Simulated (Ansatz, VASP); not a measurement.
# BP: VASP beside Ansatz

```xyz
2
Lattice="0.0000 2.3188 2.3188 2.3188 0.0000 2.3188 2.3188 2.3188 0.0000" Properties=species:S:1:pos:R:3 pbc="T T T"
B     0.0000    0.0000    0.0000
P     1.1594    1.1594    1.1594
```

Alike in both runs: task single point; functional PBE; k mesh 10 × 10 × 10; occupations gaussian, width 0.02 eV; no spin polarisation.

|  | VASP | Ansatz |
| --- | --- | --- |
| version | VASP 6.6.1 | Ansatz 0.2.0 |
| potentials or method | VASP PAW PBE potentials, release 64 (B, P), cutoff 500 eV | scalar-relativistic, plane waves, PAW |
| valence electrons in the cell | 8 | 8 |

Ansatz gave:

* gap on the k mesh at the Fermi level (eV): 1.33
* pressure (GPa): -8.4

Which values does VASP return?

gap on the k mesh at the Fermi level (eV): 1.33; pressure (GPa): -8.6.

The functional is the same, so the differences come from potentials, cutoffs and numerics.
